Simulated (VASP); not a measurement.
Wanted: the native input for a VASP 6.6.1 run.

```yaml
Task: single point
Functional: PBE
Potentials_or_basis: VASP PAW PBE potentials, release 64 (Si)
Cutoff: 520 eV
k_mesh: 7 × 7 × 1
Occupations: gaussian, width 0.05 eV
Spin: no spin polarisation
Dipole_correction: yes
Further_INCAR_settings: ALGO = Normal; EDIFF = 1e-06; NBANDS = 33
```

The structure of Si lies in POSCAR:

```
Si
1.0
    3.8677061083      0.0000000000      0.0000000000
    0.0000000000      3.8677061083      0.0000000000
    0.0000000000      0.0000000000     28.6744060839
Si
11
Direct
    0.0000000000      0.5000000000      0.2615572918
    0.0000000000      0.0000000000      0.3092458335
    0.5000000000      0.0000000000      0.3569343751
    0.5000000000      0.5000000000      0.4046229167
    0.0000000000      0.5000000000      0.4523114584
    0.0000000000      0.0000000000      0.5000000000
    0.5000000000      0.0000000000      0.5476885416
    0.5000000000      0.5000000000      0.5953770833
    0.0000000000      0.5000000000      0.6430656249
    0.0000000000      0.0000000000      0.6907541665
    0.5000000000      0.0000000000      0.7384427082
```

One way to write it, as run:

INCAR

```
ALGO = Normal
DIPOL = 0.5 0.5 0.500
EDIFF = 1E-6
ENCUT = 520
GGA = PE
IDIPOL = 3
ISIF = 2
ISMEAR = 0
LASPH = True
LCHARG = False
LDIPOL = True
LREAL = False
LWAVE = False
NBANDS = 33
NELM = 80
PREC = Accurate
SIGMA = 0.05
```

KPOINTS

```
k-points
0
Gamma
  7 7 1
```

Potentials or basis: VASP PAW PBE potentials, release 64 (Si).

Run with:

```bash
$ cat potpaw_PBE.64/Si/POTCAR > POTCAR
$ mpirun -np 1 vasp_std > vasp.out
```

It gave:

```json
{
  "Largest force": "0.107 eV/Å",
  "Band gap on the k mesh": "zero (band 22 reaches 0.65 eV, above the bottom of band 23 at -0.10 eV)"
}
```

It took 5.5 min on 1 thread of Intel(R) Xeon(R) Platinum 8259CL CPU @ 2.50GHz (Skylake/Cascade Lake) (shared host), peak memory 0.46 GiB.
